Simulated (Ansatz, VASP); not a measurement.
**Two plane-wave programs on BN**

```
CELL_PARAMETERS angstrom
-0.27186 1.90754 1.81239
1.81239 -0.27186 1.81239
1.54053 1.63569 0.00000
ATOMIC_POSITIONS crystal
B 0.00000 0.00000 0.00000
N 0.75000 0.75000 0.75000
```

Change from the starting cell: engineering shear strain xz -0.3000, normal strain along z +0.0525.

Alike in both runs: task single point; functional PBE; k mesh 12 × 12 × 12; occupations gaussian, width 0.05 eV; no spin polarisation.

```csv
,VASP,Ansatz
version,VASP 6.6.1,Ansatz 0.2.0
potentials or method,"VASP PAW PBE potentials, release 64 (B, N), cutoff 520 eV","scalar-relativistic, plane waves, PAW"
valence electrons in the cell,8,8
```

Ansatz gave:

```
gap on the k mesh at the Fermi level (eV)                     : 0.90
least direct gap on the mesh (eV)                             : 3.01
pressure (GPa)                                                : 19.1
traceless stress, the component that is largest in VASP (GPa) : 120.02
rms of the force components (eV/Å)                            : 0.095
```

Question: Estimate VASP's values.

Answer: gap on the k mesh at the Fermi level (eV): 0.90; least direct gap on the mesh (eV): 3.02; pressure (GPa): 19.3; traceless stress, the component that is largest in VASP (GPa): 120.58; rms of the force components (eV/Å): 0.114.

Atom by atom the forces differ by 0.019 eV/Å (rms over components). With one functional, cell and mesh, what is left measures potentials, basis and numerics.
